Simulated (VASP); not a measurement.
# CaHO4 (I4_1/a) in VASP: single point with r2SCAN

Aim: the single point of CaHO4 with r2SCAN.

Everything below comes from runs of VASP 6.6.1. Logs are shortened: lines on timing, memory, paths and dates and some standing lists are left out, and cuts for length are marked.

## Step 1: The cell of the first run

It takes space group I4_1/a (No. 88, tetragonal). Conventional cell: a = 4.997 Å, b = 4.997 Å, c = 10.839 Å, α = 90.00°, β = 90.00°, γ = 90.00°. Within 3.1 Å of Ca (site symmetry -4) lie 8 O at 2.33 to 2.36 Å. Within 2.3 Å of H (site symmetry -4) lie 4 O at 1.70 Å. O (site symmetry 1) has 1 H at 1.70 Å and 2 Ca at 2.33 to 2.36 Å within 2.4 Å.

## Step 2: Single point, r2SCAN

Input file POSCAR:

```
CaHO4
1.0
    0.0000000000      4.9965190000      0.0000000000
    4.9965190000      0.0000000000      0.0000000000
    2.4982600000      2.4982600000     -5.4196070000
Ca H O
2 2 8
Direct
    0.8750000000      0.6250000000      0.7500000000
    0.1250000000      0.3750000000      0.2500000000
    0.3750000000      0.1250000000      0.7500000000
    0.6250000000      0.8750000000      0.2500000000
    0.2192000000      0.3613000000      0.5788000000
    0.8613000000      0.2020000000      0.0788000000
    0.7020000000      0.0599000000      0.5788000000
    0.5599000000      0.7192000000      0.0788000000
    0.7808000000      0.6387000000      0.4212000000
    0.1387000000      0.7980000000      0.9212000000
    0.2980000000      0.9401000000      0.4212000000
    0.4401000000      0.2808000000      0.9212000000
```

Input file INCAR.step1:

```
SYSTEM = CaHO4
PREC = Accurate ; ENCUT = 660
ISMEAR = 0 ; SIGMA = 0.265
LREAL = .False. ; LASPH = .True.
NELM = 120 ; NBANDS = 47
GGA = PE ; ALGO = Normal
EDIFF = 1E-5 ; LWAVE = .True.
LCHARG = .False. ; GGA_COMPAT = .False.
```

Input file INCAR.step2:

```
SYSTEM = CaHO4
PREC = Accurate ; ENCUT = 660
EDIFF = 1E-6 ; ISMEAR = 0
SIGMA = 0.265 ; LREAL = .False.
LASPH = .True. ; NELM = 120
ALGO = Normal ; ISIF = 2
LWAVE = .False. ; LCHARG = .False.
METAGGA = R2SCAN ; LMIXTAU = .True.
NBANDS = 47 ; ISTART = 1
GGA_COMPAT = .False.
```

Input file KPOINTS:

```
regular mesh
0
Gamma
  6 6 6
  0 0 0
```

Potentials or basis: VASP PAW PBE potentials, release 64 (Ca_sv, H, O).

Started as:

```bash
cat potpaw_PBE.64/Ca_sv/POTCAR potpaw_PBE.64/H/POTCAR potpaw_PBE.64/O/POTCAR > POTCAR
cp INCAR.step1 INCAR
mpirun -np 1 vasp_std > vasp.out
cp INCAR.step2 INCAR
mpirun -np 1 vasp_std > vasp.out
```

OUTCAR:

```text
SYSTEM = CaHO4
   PREC = Accurate
   ENCUT = 660
   EDIFF = 1E-6
   ISMEAR = 0
   LREAL = .False.
   LASPH = .True.
   NELM = 120
   ISIF = 2
   METAGGA = R2SCAN
   ISTART = 1

 ion  position               nearest neighbor table
   1  0.875  0.625  0.750-  11 2.33   6 2.33   8 2.33   9 2.33  12 2.36   7 2.36   5 2.36  10 2.36

   2  0.125  0.375  0.250-   7 2.33  10 2.33  12 2.33   5 2.33   8 2.36  11 2.36   9 2.36   6 2.36

   3  0.375  0.125  0.750-
   4  0.625  0.875  0.250-
   5  0.219  0.361  0.579-   2 2.33   1 2.36
   6  0.861  0.202  0.079-   1 2.33   2 2.36
   7  0.702  0.060  0.579-   2 2.33   1 2.36
   8  0.560  0.719  0.079-   1 2.33   2 2.36
   9  0.781  0.639  0.421-   1 2.33   2 2.36
  10  0.139  0.798  0.921-   2 2.33   1 2.36
  11  0.298  0.940  0.421-   1 2.33   2 2.36
  12  0.440  0.281  0.921-   2 2.33   1 2.36

  LATTYP: Found a body centered tetragonal cell.
 ALAT       =     4.9965190000
 C/A-ratio  =     2.1693531036

  Lattice vectors:

 A1 = (  -2.4982600000,   2.4982590000,   5.4196070000)
 A2 = (   2.4982590000,  -2.4982600000,   5.4196070000)
 A3 = (   2.4982600000,   2.4982600000,  -5.4196070000)

Analysis of symmetry for initial positions (statically):
=====================================================================
 Subroutine PRICEL returns:
 Original cell was already a primitive cell.

 Routine SETGRP: Setting up the symmetry group for a
 body centered tetragonal supercell.

 Subroutine GETGRP returns: Found  8 space group operations
 (whereof  2 operations were pure point group operations)
 out of a pool of 16 trial point group operations.

The static configuration has the point symmetry S_2 .
 The point group associated with its full space group is C_4h.

Analysis of symmetry for dynamics (positions and initial velocities):
=====================================================================
 Subroutine PRICEL returns:
 Original cell was already a primitive cell.

 Routine SETGRP: Setting up the symmetry group for a
 body centered tetragonal supercell.

 Subroutine GETGRP returns: Found  8 space group operations
 (whereof  2 operations were pure point group operations)
 out of a pool of 16 trial point group operations.

The dynamic configuration has the point symmetry S_2 .
 The point group associated with its full space group is C_4h.

 Subroutine INISYM returns: Found  8 space group operations
 (whereof  2 operations are pure point group operations),
 and found     1 'primitive' translations

----------------------------------------------------------------------------------------

                                     Primitive cell

  volume of cell :     135.3016

  direct lattice vectors                    reciprocal lattice vectors
     0.000000000  4.996519000  0.000000000     0.000000000  0.200139337  0.092257631
     4.996519000  0.000000000  0.000000000     0.200139337  0.000000000  0.092257631
     2.498260000  2.498260000 -5.419607000     0.000000000  0.000000000 -0.184515224

  length of vectors
     4.996519000  4.996519000  6.469524410     0.220379728  0.220379728  0.184515224

  position of ions in fractional coordinates (direct lattice)
     0.875000000  0.625000000  0.750000000
     0.125000000  0.375000000  0.250000000
     0.375000000  0.125000000  0.750000000
     0.625000000  0.875000000  0.250000000
     0.219200000  0.361300000  0.578800000
     0.861300000  0.202000000  0.078800000
     0.702000000  0.059900000  0.578800000
     0.559900000  0.719200000  0.078800000
     0.780800000  0.638700000  0.421200000
     0.138700000  0.798000000  0.921200000
     0.298000000  0.940100000  0.421200000
     0.440100000  0.280800000  0.921200000

  ion indices of the primitive-cell ions
   primitive index   ion index
                 1           1
                 2           2
                 3           3
                 4           4
                 5           5
                 6           6
                 7           7
                 8           8
                 9           9
                10          10
                11          11
                12          12

----------------------------------------------------------------------------------------

 KPOINTS: regular mesh

Automatic generation of k-mesh.
 Grid dimensions read from file:
 generate k-points for:    6    6    6

 Generating k-lattice:

  Cartesian coordinates                     Fractional coordinates (reciprocal lattice)
     0.000000000  0.033356556  0.015376272     0.166666667  0.000000000 -0.000000000
     0.033356556  0.000000000  0.015376272     0.000000000  0.166666667 -0.000000000
     0.000000000  0.000000000 -0.030752537     0.000000000  0.000000000  0.166666667

  Length of vectors
     0.036729955  0.036729955  0.030752537

  Shift w.r.t. Gamma in fractional coordinates (k-lattice)
     0.000000000  0.000000000  0.000000000

 Subroutine IBZKPT returns following result:
 ===========================================

 Found     36 irreducible k-points:

 Following reciprocal coordinates:
            Coordinates               Weight
  0.000000  0.000000  0.000000      1.000000
  0.166667  0.000000 -0.000000      8.000000
  0.333333  0.000000  0.000000      8.000000
  0.500000  0.000000  0.000000      4.000000
  0.166667  0.166667 -0.000000      8.000000
  0.333333  0.166667  0.000000      8.000000
[... 16 lines left out ...]
  0.333333  0.333333  0.166667      8.000000
  0.500000  0.333333  0.166667      8.000000
 [... further k-points ...]
   k-points           NKPTS =     36   k-points in BZ     NKDIM =     36   number of bands    NBANDS=     47
   number of dos      NEDOS =    301   number of ions     NIONS =     12
   total plane-waves  NPLWV =  95256
   dimension x,y,z NGX =    42 NGY =   42 NGZ =   54
   dimension x,y,z NGXF=    84 NGYF=   84 NGZF=  108
   ions per type =               2   2   8
   NGX,Y,Z   is equivalent  to a cutoff of  13.97, 13.97, 13.88 a.u.
   NGXF,Y,Z  is equivalent  to a cutoff of  27.95, 27.95, 27.75 a.u.
 SYSTEM =  CaHO4
   PREC   = accura    normal or accurate (medium, high low for compatibility)
   ISTART =      1    job   : 0-new  1-cont  2-samecut
   ICHARG =      0    charge: 1-file 2-atom 10-const
   ISPIN  =      1    spin polarized calculation?
   LNONCOLLINEAR =      F non collinear calculations
   LSORBIT =      F    spin-orbit coupling
   LASPH  =      T    aspherical Exc in radial PAW
   ENCUT  =  660.0 eV  48.51 Ry    6.96 a.u.  10.47 10.47 13.55*2*pi/ulx,y,z
   NELM   =    120;   NELMIN=  2; NELMDL=  0     # of ELM steps
   EDIFF  = 0.1E-05   stopping-criterion for ELM
   LREAL  =      F    real-space projection
[... 7 lines left out ...]
   TEBEG  =    0.0;   TEEND  =   0.0 temperature during run
   PSTRESS=    0.0 pullay stress
   NELECT =      70.0000    total number of electrons
   NUPDOWN=      -1.0000    fix difference up-down
   EMIN   =  10.00;   EMAX   =-10.00  energy-range for DOS
   EFERMI =   0.00;   METHOD = LEGACY
   ISMEAR =     0;   SIGMA  =   0.27  broadening in eV -4-tet -1-fermi 0-gaus
   EFERMI_NEDOS =   21; number of points for ismear=-14 and -15
   IALGO  =     38    algorithm
   IMIX   =      4    mixing-type and parameters
     AMIX     =   0.40;   BMIX     =  1.00
     AMIX_MAG =   1.60;   BMIX_MAG =  1.00
  volume/ion in A,a.u.               =      11.28        76.09
  Fermi-wavevector in a.u.,A,eV,Ry     =   1.314236  2.483545 23.500189  1.727215
  Thomas-Fermi vector in A             =   2.444503
   LORBIT       =      0    0 simple, 1 ext, 2 COOP (PROOUT), +10 PAW based schemes
   METAGGA = R2SCAN    functional components
   LHFCALC =     F    Hartree Fock is set to
   AEXX    =    0.0000 exact exchange contribution
   IVDW    =     0    specifies the selected vdW correction
   LEPSILON=     F    determine dielectric tensor
   LRPA    =     F    only Hartree local field effects (RPA)
 non-spin polarized calculation
 Gauss-broadening in eV      SIGMA  =   0.27
  energy-cutoff  :      660.00
  volume of cell :      135.30
 maximum number of plane-waves:      5243
 NGX is ok and might be reduce to    42
   NGX = 21   NGY = 21   NGZ = 27

 number of electron      70.0000000 magnetization

 Free energy of the ion-electron system (eV)
  ---------------------------------------------------
  ext. energy  EPLUGINS =         0.00000000
  ---------------------------------------------------
  free energy    TOTEN  =       -65.06894808 eV

  energy without entropy =      -64.40985774  energy(sigma->0) =      -64.73940291

 E-fermi :  -1.0107     XC(G=0): -10.5495

 val. band max:       -1.0272252689   @ k =  -0.1667   0.0000   0.1667
 cond. band min:      -1.0102720591   @ k =  -0.1667  -0.1667   0.3333
 fundamental gap:      0.0169532098
 Fermi energy:        -1.0107223041

 k-point     1 :       0.0000    0.0000    0.0000
  band No.  band energies     occupation
      1     -38.8487      2.00000
      2     -38.8137      2.00000
      3     -20.0326      2.00000
      4     -19.5373      2.00000
      5     -19.5373      2.00000
      6     -19.4766      2.00000
[... 39 lines left out ...]
     46       8.8571      0.00000
     47       9.7552      0.00000

 k-point     2 :       0.1667    0.0000   -0.0000
  band No.  band energies     occupation
      1     -38.8469      2.00000
      2     -38.8154      2.00000
      3     -20.0216      2.00000
      4     -19.7029      2.00000
      5     -19.5837      2.00000
      6     -19.4541      2.00000
[... 39 lines left out ...]
     46       8.9376      0.00000
     47       9.7147      0.00000

 k-point     3 :       0.3333    0.0000    0.0000
  band No.  band energies     occupation
      1     -38.8426      2.00000
      2     -38.8195      2.00000
      3     -20.0168      2.00000
      4     -19.8872      2.00000
      5     -19.6101      2.00000
      6     -19.4162      2.00000
[... 39 lines left out ...]
     46       9.0646      0.00000
     47       9.6304      0.00000

 k-point     4 :       0.5000    0.0000    0.0000
  band No.  band energies     occupation
      1     -38.8397      2.00000
      2     -38.8222      2.00000
      3     -20.0285      2.00000
      4     -19.9469      2.00000
      5     -19.6143      2.00000
      6     -19.3915      2.00000
[... 939 lines left out ...]
     46       8.9989      0.00000
     47       9.6754      0.00000

 k-point    23 :       0.3333    0.3333    0.1667
  band No.  band energies     occupation
      1     -38.8384      2.00000
      2     -38.8233      2.00000
      3     -19.9509      2.00000
      4     -19.8941      2.00000
      5     -19.6214      2.00000
      6     -19.5320      2.00000
[... 39 lines left out ...]
     46       9.0192      0.00000
     47       9.7790      0.00000

 k-point    24 :       0.5000    0.3333    0.1667
  band No.  band energies     occupation
      1     -38.8352      2.00000
      2     -38.8264      2.00000
      3     -19.9469      2.00000
      4     -19.9106      2.00000
      5     -19.6286      2.00000
      6     -19.4925      2.00000
[... 39 lines left out ...]
     46       8.9648      0.00000
     47       9.8161      0.00000

 [... further k-points ...]
[... 5 lines left out ...]
  --------------------------------------------------------------------------------------
  -------------------------------------------------------------------------------------
  Total       -8.6468064     -8.6468064     -5.0183967      0.0000007      0.0000005      0.0000005
  in kB     -102.3913894   -102.3913894    -59.4254788      0.0000081      0.0000055      0.0000055
  external PRESSURE =     -88.0694192 kB  Pullay stress =       0.0000000 kB

 VOLUME and BASIS-vectors are now :
 -----------------------------------------------------------------------------
  energy-cutoff  :      660.00
  volume of cell :      135.30
      direct lattice vectors                 reciprocal lattice vectors
     0.000000000  4.996519000  0.000000000     0.000000000  0.200139337  0.092257631
     4.996519000  0.000000000  0.000000000     0.200139337  0.000000000  0.092257631
     2.498260000  2.498260000 -5.419607000     0.000000000  0.000000000 -0.184515224

 POSITION                                       TOTAL-FORCE (eV/Angst)
 -----------------------------------------------------------------------------------
      4.99652      6.24565     -4.06471         0.000000      0.000000     -0.000000
      2.49826      1.24913     -1.35490         0.000000      0.000000     -0.000000
      2.49826      3.74739     -4.06471         0.000000      0.000000     -0.000000
      4.99652      3.74739     -1.35490         0.000000      0.000000     -0.000000
      3.25124      2.54123     -3.13687        -0.646364      1.198784     -0.632237
      1.20616      4.50036     -0.42707        -1.198784     -0.646364     -0.632237
      1.74528      4.95355     -3.13687         0.646364     -1.198784     -0.632237
      3.79036      2.99441     -0.42707         1.198784      0.646364     -0.632237
      4.24354      4.95355     -2.28274         0.646364     -1.198784      0.632237
      6.28862      2.99441     -4.99254         1.198784      0.646364      0.632237
      5.74949      2.54123     -2.28274        -0.646364      1.198784      0.632237
      3.70442      4.50037     -4.99254        -1.198784     -0.646364      0.632237
 -----------------------------------------------------------------------------------
    total drift:                                0.000000      0.000000      0.000000

  FREE ENERGIE OF THE ION-ELECTRON SYSTEM (eV)
  ---------------------------------------------------
  free  energy   TOTEN  =       -65.0689480789 eV

  energy  without entropy=      -64.4098577438  energy(sigma->0) =      -64.73940291
```

Run time: 13 min. Hardware: 1 thread of Oxide Virtual Turin-like, shared host; peak memory 0.47 GiB.

What came out:

* Free energy: -65.0689 eV
* Pressure: -8.8 GPa
* Largest force: 1.502 eV/Å
* Band gap on the k mesh: zero (bands 35 and 36 overlap by 0.39 eV)

Forces on the atoms (eV/Å):
```
Ca   0.000  0.000  0.000
Ca   0.000  0.000  0.000
H    0.000  0.000  0.000
H    0.000  0.000  0.000
O   -0.646  1.199 -0.632
O   -1.199 -0.646 -0.632
O    0.646 -1.199 -0.632
O    1.199  0.646 -0.632
O    0.646 -1.199  0.632
O    1.199  0.646  0.632
O   -0.646  1.199  0.632
O   -1.199 -0.646  0.632
```

Stress tensor (GPa, compression positive):
```
-10.24   0.00   0.00
  0.00 -10.24   0.00
  0.00   0.00  -5.94
```

Levels at points of the mesh, in eV from the Fermi level:
```tsv
k point	band 32	band 33	band 34	band 35	band 36	band 37	band 38	band 39
(0.00, 0.00, 0.00)	-0.40	-0.37	0.05	0.13	0.13	0.14	0.51	0.67
(0.50, 0.00, 0.00)	-0.36	-0.23	-0.14	-0.11	0.09	0.10	0.34	0.42
(0.50, 0.50, 0.00)	-0.53	-0.46	-0.46	-0.19	-0.19	0.16	0.16	0.31
(0.00, 0.00, 0.50)	-0.49	0.05	0.05	0.19	0.19	0.28	0.28	0.62
```

Caveat: the cell stands under tension; so wide a smearing shifts energies and pressures; the PAW data sets were made with another functional, which shifts forces and pressure a little.
